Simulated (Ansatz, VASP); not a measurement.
**NaMg3O4: VASP beside Ansatz**

```
Mg Na O
1.0
     4.35375    0.00000    0.00000
     0.00000    4.35375    0.00000
     0.00000    0.00000    4.35375
Mg Na O
3 1 4
Direct
  0.50000 0.50000 0.00000
  0.50000 0.00000 0.50000
  0.00000 0.50000 0.50000
  0.00000 0.00000 0.00000
  0.00000 0.50000 0.00000
  0.00000 0.00000 0.50000
  0.50000 0.50000 0.50000
  0.50000 0.00000 0.00000
```

Alike in both runs: task single point; functional PBE; k mesh 6 × 6 × 6; occupations fermi-dirac, width 0.05 eV; no spin polarisation.

|  | VASP | Ansatz |
| --- | --- | --- |
| version | VASP 6.6.1 | Ansatz 0.2.0 |
| potentials or method | VASP PAW PBE potentials, release 64 (Mg, Na_pv, O) | Ansatz PAW |
| plane-wave cutoff (eV) | 520 | 420 |
| valence electrons in the cell | 37 | 63 |

Ansatz gave:

```
gap on the k mesh at the Fermi level (eV) : none
pressure (GPa)                            : -0.9
```

Task: Which values does VASP return?

Result: gap on the k mesh at the Fermi level (eV): none; pressure (GPa): -1.3.

A gap of «none» marks a metal or a gap that the smearing closes. VASP's potentials hold 37 valence electrons a cell and Ansatz's 63, so a difference there can come from the potentials and not from the codes.
